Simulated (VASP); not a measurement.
TeMo2: single point with PBE

Crystal: TeMo2.

```
Te Mo
1.0
     4.42471    0.00000    0.00000
    -2.21236    3.83191    0.00000
     0.00000    0.00000    3.37058
Te Mo
1 2
Direct
  0.00000 0.00000 0.00000
  0.33333 0.66667 0.50000
  0.66667 0.33333 0.50000
```

- Program: VASP 6.6.1
- Task: single point
- Functional: PBE
- Potentials or basis: VASP PAW PBE potentials, release 64 (Te, Mo_sv)
- Cutoff: 500 eV
- k mesh: 6 × 6 × 5
- Occupations: gaussian, width 0.2 eV
- Spin: no spin polarisation
- Dipole correction: no
- Further INCAR settings: ALGO = Normal; EDIFF = 1e-06; NBANDS = 24

```yaml
Pressure: 0.3 GPa
Band_gap_on_the_k_mesh: zero (band 17 reaches 12.67 eV, above the bottom of band 18 at 10.88 eV)
```

Stress tensor (GPa, compression positive):
```
0.38 0.00 0.00
0.00 0.38 0.00
0.00 0.00 0.14
```

Levels at points of the mesh, in eV from the Fermi level:
```csv
k point,band 13,band 14,band 15,band 16,band 17,band 18,band 19,band 20,band 21,band 22
"(0.00, 0.00, 0.00)",-0.99,-0.99,-0.76,-0.76,-0.59,-0.30,-0.15,1.44,1.44,3.04
"(0.50, 0.00, 0.00)",-2.46,-2.05,-1.75,-1.60,-1.47,0.87,1.81,2.25,2.43,3.09
```

Wall time 16 s on 1 thread of Intel(R) Xeon(R) Platinum 8559C (Emerald Rapids), with other jobs on the host, peak memory 0.17 GiB.

Caveat: the k points lie up to 0.37 Å⁻¹ apart; spin-orbit coupling is left out, which moves the levels of the heavy elements.
